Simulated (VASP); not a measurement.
# HfB2 (P6/mmm) in VASP: notebook

HfB2 is run at these levels: RPBE+D3(BJ), RPBE+D4, revPBE+D3(BJ), revPBE+D4, BLYP+D3(BJ); tasks: relaxation of cell and atoms, single point.

Everything below comes from runs of VASP 6.6.1. Logs are shortened: lines on timing, memory, paths and dates and some standing lists are left out, and cuts for length are marked.

## 1. The cell of the first run

The structure is hexagonal, space group P6/mmm (No. 191). Conventional cell: a = 3.140 Å, b = 3.140 Å, c = 3.480 Å, α = 90.00°, β = 90.00°, γ = 120.00°. Hf (site symmetry 6/mmm) has 12 B at 2.51 Å and 6 Hf at 3.14 Å within 3.3 Å. Within 2.4 Å of B (site symmetry -6m2) lie 3 B at 1.81 Å.

## 2. Relaxation of cell and atoms, RPBE+D3(BJ)

File INCAR:

```
SYSTEM = HfB2
PREC = Accurate
ENCUT = 600
EDIFF = 1E-6
ISMEAR = -1
SIGMA = 0.05
LREAL = .FALSE.
LASPH = .TRUE.
NELM = 80
ALGO = Normal
ISIF = 3
LWAVE = .FALSE.
LCHARG = .FALSE.
GGA = RP
IVDW = 12
IBRION = 2
NSW = 60
EDIFFG = -0.01
```

File KPOINTS:

```
Automatic mesh
0
G
  10 10 8
  0 0 0
```

File POSCAR:

```
HfB2
1.0
    3.1400000000      0.0000000000      0.0000000000
   -1.5700000000      2.7193197679      0.0000000000
    0.0000000000      0.0000000000      3.4800000000
Hf B
1 2
Direct
    0.0000000000      0.0000000000      0.0000000000
    0.6666666667      0.3333333333      0.5000000000
    0.3333333333      0.6666666667      0.5000000000
```

Potentials or basis: VASP PAW PBE potentials, release 64 (Hf_pv, B).

The run is started by

```console
$ cat potpaw_PBE.64/Hf_pv/POTCAR potpaw_PBE.64/B/POTCAR > POTCAR
$ mpirun -np 1 vasp_std > vasp.out
```

OUTCAR:

```text
SYSTEM = HfB2
   PREC = Accurate
   ENCUT = 600
   EDIFF = 1E-6
   ISMEAR = -1
   LREAL = .FALSE.
   LASPH = .TRUE.
   NELM = 80
   ISIF = 3
   GGA = RP
   IVDW = 12
   IBRION = 2
   NSW = 60
   EDIFFG = -0.01
 IVDW          = 12

 ion  position               nearest neighbor table
   1  0.000  0.000  0.000-   2 2.51   3 2.51   2 2.51   3 2.51   2 2.51   2 2.51   3 2.51   3 2.51
                             2 2.51   2 2.51   3 2.51   3 2.51
   2  0.667  0.333  0.500-   3 1.81   3 1.81   3 1.81   1 2.51   1 2.51   1 2.51   1 2.51   1 2.51
                             1 2.51
   3  0.333  0.667  0.500-   2 1.81   2 1.81   2 1.81   1 2.51   1 2.51   1 2.51   1 2.51   1 2.51
                             1 2.51

  LATTYP: Found a hexagonal cell.
 ALAT       =     3.1400000000
 C/A-ratio  =     1.1082802548

  Lattice vectors:

 A1 = (   3.1400000000,   0.0000000000,   0.0000000000)
 A2 = (  -1.5700000000,   2.7193197679,   0.0000000000)
 A3 = (   0.0000000000,   0.0000000000,   3.4800000000)

Analysis of symmetry for initial positions (statically):
=====================================================================
 Subroutine PRICEL returns:
 Original cell was already a primitive cell.

 Routine SETGRP: Setting up the symmetry group for a
 hexagonal supercell.

 Subroutine GETGRP returns: Found 24 space group operations
 (whereof 24 operations were pure point group operations)
 out of a pool of 24 trial point group operations.

The static configuration has the point symmetry D_6h.

Analysis of symmetry for dynamics (positions and initial velocities):
=====================================================================
 Subroutine PRICEL returns:
 Original cell was already a primitive cell.

 Routine SETGRP: Setting up the symmetry group for a
 hexagonal supercell.

 Subroutine GETGRP returns: Found 24 space group operations
 (whereof 24 operations were pure point group operations)
 out of a pool of 24 trial point group operations.

The dynamic configuration has the point symmetry D_6h.

 Subroutine INISYM returns: Found 24 space group operations
 (whereof 24 operations are pure point group operations),
 and found     1 'primitive' translations

----------------------------------------------------------------------------------------

                                     Primitive cell

  volume of cell :      29.7146

  direct lattice vectors                    reciprocal lattice vectors
     3.140000000  0.000000000  0.000000000     0.318471338  0.183869512  0.000000000
    -1.570000000  2.719319768  0.000000000     0.000000000  0.367739025  0.000000000
     0.000000000  0.000000000  3.480000000     0.000000000  0.000000000  0.287356322

  length of vectors
     3.140000000  3.140000000  3.480000000     0.367739025  0.367739025  0.287356322

  position of ions in fractional coordinates (direct lattice)
     0.000000000  0.000000000  0.000000000
     0.666666667  0.333333333  0.500000000
     0.333333333  0.666666667  0.500000000

  ion indices of the primitive-cell ions
   primitive index   ion index
                 1           1
                 2           2
                 3           3

----------------------------------------------------------------------------------------

 KPOINTS: Automatic mesh

Automatic generation of k-mesh.
 Grid dimensions read from file:
 generate k-points for:   10   10    8

 Generating k-lattice:

  Cartesian coordinates                     Fractional coordinates (reciprocal lattice)
     0.031847134  0.018386951  0.000000000     0.100000000  0.000000000  0.000000000
     0.000000000  0.036773902  0.000000000     0.000000000  0.100000000  0.000000000
     0.000000000  0.000000000  0.035919540     0.000000000  0.000000000  0.125000000

  Length of vectors
     0.036773902  0.036773902  0.035919540

  Shift w.r.t. Gamma in fractional coordinates (k-lattice)
     0.000000000  0.000000000  0.000000000

 Subroutine IBZKPT returns following result:
 ===========================================

 Found     70 irreducible k-points:

 Following reciprocal coordinates:
            Coordinates               Weight
  0.000000  0.000000  0.000000      1.000000
  0.100000  0.000000  0.000000      6.000000
  0.200000  0.000000  0.000000      6.000000
  0.300000  0.000000  0.000000      6.000000
  0.400000  0.000000  0.000000      6.000000
  0.500000  0.000000  0.000000      3.000000
[... 16 lines left out ...]
  0.300000  0.100000  0.125000     24.000000
  0.400000  0.100000  0.125000     24.000000
 [... further k-points ...]
   k-points           NKPTS =     70   k-points in BZ     NKDIM =     70   number of bands    NBANDS=     12
   number of dos      NEDOS =    301   number of ions     NIONS =      3
   total plane-waves  NPLWV =  21952
   dimension x,y,z NGX =    28 NGY =   28 NGZ =   28
   dimension x,y,z NGXF=    56 NGYF=   56 NGZF=   56
   ions per type =               1   2
   NGX,Y,Z   is equivalent  to a cutoff of  14.82, 14.82, 13.38 a.u.
   NGXF,Y,Z  is equivalent  to a cutoff of  29.65, 29.65, 26.75 a.u.
 SYSTEM =  HfB2
   PREC   = accura    normal or accurate (medium, high low for compatibility)
   ISTART =      0    job   : 0-new  1-cont  2-samecut
   ICHARG =      2    charge: 1-file 2-atom 10-const
   ISPIN  =      1    spin polarized calculation?
   LNONCOLLINEAR =      F non collinear calculations
   LSORBIT =      F    spin-orbit coupling
   LASPH  =      T    aspherical Exc in radial PAW
   ENCUT  =  600.0 eV  44.10 Ry    6.64 a.u.   6.27  6.27  6.95*2*pi/ulx,y,z
   NELM   =     80;   NELMIN=  2; NELMDL= -5     # of ELM steps
   EDIFF  = 0.1E-05   stopping-criterion for ELM
   LREAL  =      F    real-space projection
   EDIFFG = -.1E-01   stopping-criterion for IOM
   NSW    =     60    number of steps for IOM
   IBRION =      2    ionic relax: 0-MD 1-quasi-New 2-CG
   NFREE  =      1    steps in history (QN), initial steepest desc. (CG)
   ISIF   =      3    stress and relaxation
   ISYM   =      2    0-nonsym 1-usesym 2-fastsym
   POTIM  = 0.5000    time-step for ionic-motion
   TEBEG  =    0.0;   TEEND  =   0.0 temperature during run
   PSTRESS=    0.0 pullay stress
   NELECT =      16.0000    total number of electrons
   NUPDOWN=      -1.0000    fix difference up-down
   EMIN   =  10.00;   EMAX   =-10.00  energy-range for DOS
   EFERMI =   0.00;   METHOD = LEGACY
   ISMEAR =    -1;   SIGMA  =   0.05  broadening in eV -4-tet -1-fermi 0-gaus
   EFERMI_NEDOS =   21; number of points for ismear=-14 and -15
   IALGO  =     38    algorithm
   IMIX   =      4    mixing-type and parameters
     AMIX     =   0.40;   BMIX     =  1.00
     AMIX_MAG =   1.60;   BMIX_MAG =  1.00
  volume/ion in A,a.u.               =       9.90        66.84
  Fermi-wavevector in a.u.,A,eV,Ry     =   1.331860  2.516850 24.134693  1.773850
  Thomas-Fermi vector in A             =   2.460838
   LORBIT       =      0    0 simple, 1 ext, 2 COOP (PROOUT), +10 PAW based schemes
   GGA     = RP    functional components
   LHFCALC =     F    Hartree Fock is set to
   AEXX    =    0.0000 exact exchange contribution
   IVDW    =    12    specifies the selected vdW correction
   LEPSILON=     F    determine dielectric tensor
   LRPA    =     F    only Hartree local field effects (RPA)
 conjugate gradient relaxation of ions
 non-spin polarized calculation
  energy-cutoff  :      600.00
  volume of cell :       29.71
 maximum number of plane-waves:      1010
 NGX is ok and might be reduce to    28
   NGX = 13   NGY = 13   NGZ = 13

--------------------------------------- Ionic step        1  -------------------------------------------

 number of electron      15.9999999 magnetization

 Free energy of the ion-electron system (eV)
  ---------------------------------------------------
  ext. energy  EPLUGINS =         0.00000000
  ---------------------------------------------------
  free energy    TOTEN  =       -25.28038354 eV

  energy without entropy =      -25.27778969  energy(sigma->0) =      -25.27908662

------------------------ aborting loop because EDIFF is reached ----------------------------------------

 Edisp (eV)   -6.21908

 E8    (eV) :    -4.2419

  FORCE on cell =-STRESS in cart. coord.  units (eV):
  Direction    XX          YY          ZZ          XY          YZ          ZX
  --------------------------------------------------------------------------------------
  -------------------------------------------------------------------------------------
  Total      -5.29508    -5.29508    -5.46574     0.00000     0.00000    -0.00000
  in kB    -285.50520  -285.50520  -294.70713     0.00000     0.00000    -0.00000
  external pressure =     -288.57 kB  Pullay stress =        0.00 kB

 VOLUME and BASIS-vectors are now :
 -----------------------------------------------------------------------------
  energy-cutoff  :      600.00
  volume of cell :       29.71
      direct lattice vectors                 reciprocal lattice vectors
     3.140000000  0.000000000  0.000000000     0.318471338  0.183869512  0.000000000
    -1.570000000  2.719319768  0.000000000     0.000000000  0.367739025  0.000000000
     0.000000000  0.000000000  3.480000000     0.000000000  0.000000000  0.287356322
[... 288 lines left out ...]
 POSITION                                       TOTAL-FORCE (eV/Angst)
 -----------------------------------------------------------------------------------
      0.00000      0.00000      0.00000         0.000000      0.000000      0.000000
      1.51903      0.87701      1.66769         0.000000     -0.000000     -0.000000
     -0.00000      1.75403      1.66769        -0.000000      0.000000      0.000000
 -----------------------------------------------------------------------------------
    total drift:                               -0.000000      0.000000      0.000000

  FREE ENERGIE OF THE ION-ELECTRON SYSTEM (eV)
  ---------------------------------------------------
  free  energy   TOTEN  =       -31.8062168007 eV

  energy  without entropy=      -31.8036045759  energy(sigma->0) =      -31.80491069

--------------------------------------- Ionic step        9  -------------------------------------------

 number of electron      15.9999999 magnetization

 Free energy of the ion-electron system (eV)
  ---------------------------------------------------
  ext. energy  EPLUGINS =         0.00000000
  ---------------------------------------------------
  free energy    TOTEN  =       -24.86147651 eV

  energy without entropy =      -24.85886738  energy(sigma->0) =      -24.86017195

 E-fermi :   8.5445     XC(G=0): -13.0953

 val. band max:        8.4803104107   @ k =   0.2000   0.2000   0.1250
 cond. band min:       8.7777696080   @ k =   0.1000   0.1000   0.2500
 fundamental gap:      0.2974591972
 Fermi energy:         8.5444611944

 k-point     1 :       0.0000    0.0000    0.0000
  band No.  band energies     occupation
      1     -21.6209      2.00000
      2     -20.9938      2.00000
      3     -20.9938      2.00000
      4      -5.7530      2.00000
      5       5.4181      2.00000
      6       5.4674      2.00000
      7       5.4674      2.00000
      8       6.0305      2.00000
      9      13.2952      0.00000
     10      13.2952      0.00000
     11      14.0816      0.00000
     12      14.0816      0.00000

 k-point     2 :       0.1000    0.0000    0.0000
  band No.  band energies     occupation
      1     -21.6022      2.00000
      2     -21.1069      2.00000
      3     -21.0182      2.00000
      4      -5.5105      2.00000
      5       4.8708      2.00000
      6       5.4794      2.00000
      7       5.6494      2.00000
      8       5.7850      2.00000
      9      12.4069      0.00000
     10      13.0456      0.00000
     11      13.1176      0.00000
     12      13.5871      0.00000
[... 316 lines left out ...]
 k-point    24 :       0.4000    0.1000    0.1250
  band No.  band energies     occupation
      1     -22.0128      2.00000
      2     -21.4794      2.00000
      3     -21.2980      2.00000
      4      -1.7068      2.00000
      5      -0.2563      2.00000
      6       3.7453      2.00000
      7       4.7086      2.00000
      8       6.2110      2.00000
      9      10.0167      0.00000
     10      13.3980      0.00000
     11      13.4903      0.00000
     12      15.7822      0.00000

 [... further k-points ...]

------------------------ aborting loop because EDIFF is reached ----------------------------------------

 Edisp (eV)   -6.94487

 E8    (eV) :    -4.7318

  FORCE on cell =-STRESS in cart. coord.  units (eV):
  Direction    XX          YY          ZZ          XY          YZ          ZX
  --------------------------------------------------------------------------------------
  -------------------------------------------------------------------------------------
  Total       0.00475     0.00475     0.00013     0.00000     0.00000    -0.00000
  in kB       0.28614     0.28614     0.00762     0.00000     0.00000    -0.00000
  external pressure =        0.19 kB  Pullay stress =        0.00 kB

 VOLUME and BASIS-vectors are now :
 -----------------------------------------------------------------------------
  energy-cutoff  :      600.00
  volume of cell :       26.60
      direct lattice vectors                 reciprocal lattice vectors
     3.035716614  0.000000000 -0.000000000     0.329411512  0.190185825 -0.000000000
    -1.517858307  2.629007706  0.000000000     0.000000000  0.380371650  0.000000000
     0.000000000 -0.000000000  3.332963534     0.000000000 -0.000000000  0.300033286

 POSITION                                       TOTAL-FORCE (eV/Angst)
 -----------------------------------------------------------------------------------
     -0.00000      0.00000      0.00000        -0.000000      0.000000      0.000000
      1.51786      0.87634      1.66648         0.000000     -0.000000      0.000000
     -0.00000      1.75267      1.66648        -0.000000      0.000000      0.000000
 -----------------------------------------------------------------------------------
    total drift:                               -0.000000      0.000000      0.000000

  FREE ENERGIE OF THE ION-ELECTRON SYSTEM (eV)
  ---------------------------------------------------
  free  energy   TOTEN  =       -31.8063508802 eV

  energy  without entropy=      -31.8037417459  energy(sigma->0) =      -31.80504631

 reached required accuracy - stopping structural energy minimisation
```

Run time: 76 s. Hardware: 1 thread of Intel Xeon Platinum 8488C (Sapphire Rapids), shared host; peak memory 0.2 GiB.

Results:

- Free energy: -31.8064 eV
- Relaxed volume: 8.87 Å³/atom
- Relaxed cell: a = 3.036 Å, b = 3.036 Å, c = 3.333 Å, α = 90.00°, β = 90.00°, γ = 120.00°
- Space group after relaxing (to 0.05 Å): P6/mmm (No. 191)
- Energy gained by relaxing: 102.3 meV/atom
- Ionic steps: 9
- Pressure after relaxing: 0.0 GPa
- Band gap on the k mesh: zero (band 8 reaches 9.23 eV, above the bottom of band 9 at 8.39 eV)
- Dispersion energy per atom: -2.315 eV

The path:
| step | energy change (eV) | largest force (eV/Å) | pressure (GPa) | volume (Å³) |
| --- | --- | --- | --- | --- |
| 1 | 0.0000 | 0.0000 | -28.86 | 29.71 |
| 2 | 0.4394 | 0.0000 | 68.98 | 22.68 |
| 3 | -0.3045 | 0.0000 | -1.45 | 26.74 |
| 4 | -0.3051 | 0.0000 | -0.20 | 26.63 |
| 5 | -0.3051 | 0.0000 | 0.52 | 26.57 |
| 6 | -0.3068 | 0.0000 | 0.59 | 26.55 |
| 7 | -0.3068 | 0.0000 | 0.57 | 26.56 |
| 8 | -0.3068 | 0.0000 | -0.70 | 26.66 |
| 9 | -0.3069 | 0.0000 | 0.02 | 26.60 |

Final structure:
```
CELL_PARAMETERS angstrom
3.03572 0.00000 0.00000
-1.51786 2.62901 0.00000
0.00000 0.00000 3.33296
ATOMIC_POSITIONS crystal
Hf 0.00000 0.00000 0.00000
B 0.66667 0.33333 0.50000
B 0.33333 0.66667 0.50000
```

Caveat: the PAW data sets were made with another functional, which shifts forces and pressure a little; spin-orbit coupling is left out, which moves the levels of the heavy elements; the volume moved by -10 % from the deposited cell, more than functionals usually miss; pairwise dispersion overbinds metals, which lowers pressure and volume.

## 3. Relaxation of cell and atoms, RPBE+D4

File INCAR:

```
SYSTEM = HfB2
PREC     = Accurate       ! precision mode
ENCUT    = 600            ! plane-wave cutoff, eV
EDIFF    = 1E-7           ! SCF threshold, eV
ISMEAR   = -1             ! smearing method
SIGMA    = 0.05           ! smearing width, eV
LREAL    = .False.        ! projectors in reciprocal space
LASPH    = .True.         ! aspherical terms in the spheres
NELM     = 100            ! most SCF steps
ALGO     = Normal         ! electronic algorithm
ISIF     = 3              ! what is computed and relaxed
LWAVE    = .False.        ! write WAVECAR
LCHARG   = .False.        ! write CHGCAR
GGA      = RP             ! functional
IVDW     = 13             ! dispersion correction
IBRION   = 2              ! ionic algorithm
NSW      = 60             ! ionic steps
EDIFFG   = -0.01          ! ionic threshold
```

File KPOINTS:

```
regular mesh
0
Gamma
  10 10 8
  0 0 0
```

POSCAR is that of step 2.

Potentials or basis: VASP PAW PBE potentials, release 64 (Hf_pv, B).

The run is started by

```console
$ cat potpaw_PBE.64/Hf_pv/POTCAR potpaw_PBE.64/B/POTCAR > POTCAR
$ mpirun -np 1 vasp_std > vasp.out
```

Wall time 64 s (1 thread of Intel Xeon Platinum 8488C (Sapphire Rapids), shared host); peak memory 0.19 GiB.

It converged, with:

| Quantity | Value |
| --- | --- |
| Free energy | -27.1591 eV |
| Relaxed volume | 9.62 Å³/atom |
| Relaxed cell | a = 3.117 Å, b = 3.117 Å, c = 3.428 Å, α = 90.00°, β = 90.00°, γ = 120.00° |
| Space group after relaxing (to 0.05 Å) | P6/mmm (No. 191) |
| Energy gained by relaxing | 6.7 meV/atom |
| Ionic steps | 6 |
| Pressure after relaxing | 0.1 GPa |
| Band gap on the k mesh | zero (band 8 reaches 8.55 eV, above the bottom of band 9 at 7.77 eV) |
| Dispersion energy per atom | -0.643 eV |

The path:
```tsv
step	energy change (eV)	largest force (eV/Å)	pressure (GPa)	volume (Å³)
1	0.0000	0.0000	-7.01	29.71
2	0.0088	0.0000	9.70	27.89
3	-0.0194	0.0000	0.09	28.87
4	-0.0194	0.0000	0.24	28.85
5	-0.0201	0.0000	0.14	28.85
6	-0.0201	0.0000	0.14	28.85
```

Final structure:
```yaml
crystal:
  lattice:
    - [3.11744, 0.00000, 0.00000]
    - [-1.55872, 2.69978, 0.00000]
    - [0.00000, 0.00000, 3.42759]
  atoms:
    - { symbol: Hf, position: [0.00000, 0.00000, 0.00000] }
    - { symbol: B, position: [0.66667, 0.33333, 0.50000] }
    - { symbol: B, position: [0.33333, 0.66667, 0.50000] }
```

Levels at points of the mesh, in eV from the Fermi level:
```csv
k point,band 4,band 5,band 6,band 7,band 8,band 9,band 10,band 11,band 12
"(0.00, 0.00, 0.00)",-13.87,-2.94,-2.91,-2.91,-2.62,4.29,4.29,5.02,5.02
"(0.50, 0.00, 0.00)",-9.86,-9.05,-4.08,-3.39,-2.86,2.30,2.94,5.93,5.98
"(0.00, 0.00, 0.50)",-11.32,-8.38,-1.13,-1.13,0.35,0.35,1.13,1.13,2.59
"(0.50, 0.00, 0.50)",-10.44,-7.47,-5.01,-4.72,-2.56,4.19,4.58,6.57,7.73
```

Caveat: the PAW data sets were made with another functional, which shifts forces and pressure a little; spin-orbit coupling is left out, which moves the levels of the heavy elements; pairwise dispersion overbinds metals, which lowers pressure and volume.

[end of part 1 of 2]
